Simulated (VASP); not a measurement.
Cu3Au4, 7 atoms in the cell. It takes space group Pm-3m (No. 221, cubic). Conventional cell: a = 5.084 Å, b = 5.084 Å, c = 5.084 Å, α = 90.00°, β = 90.00°, γ = 90.00°. Within 3.4 Å of Cu (site symmetry 4/mmm) lie 6 Au at 2.54 Å. Au (site symmetry m-3m) has 6 Cu at 2.54 Å within 3.4 Å. Au (site symmetry 4/mmm) has 4 Cu at 2.54 Å within 3.4 Å. The cell was built from a structure type or drawn by symmetry, and may not be a known phase.

| Quantity | Value |
| --- | --- |
| Program | VASP 6.6.1 |
| Task | single point |
| Functional | PBE |
| Potentials or basis | VASP PAW PBE potentials, release 64 (Cu, Au) |
| Cutoff | 600 eV |
| k mesh | 4 × 4 × 4 |
| Occupations | gaussian, width 0.1 eV |
| Spin | no spin polarisation |
| Dipole correction | no |
| Further INCAR settings | ALGO = Normal; EDIFF = 1e-06; NBANDS = 48 |

Potentials or basis: VASP PAW PBE potentials, release 64 (Cu, Au).

Run with:

```bash
$ cat potpaw_PBE.64/Cu/POTCAR potpaw_PBE.64/Au/POTCAR > POTCAR
$ mpirun -np 1 vasp_std > vasp.out
```

Hardware: 1 thread of Intel(R) Xeon(R) Platinum 8559C (Emerald Rapids) (shared host).

**Question.** How long does it take, and how much memory?

**Answer.** It took 59 s on 1 thread of Intel(R) Xeon(R) Platinum 8559C (Emerald Rapids), with other jobs on the host, peak memory 0.28 GiB. Counts: scf iterations 16, k points 10.
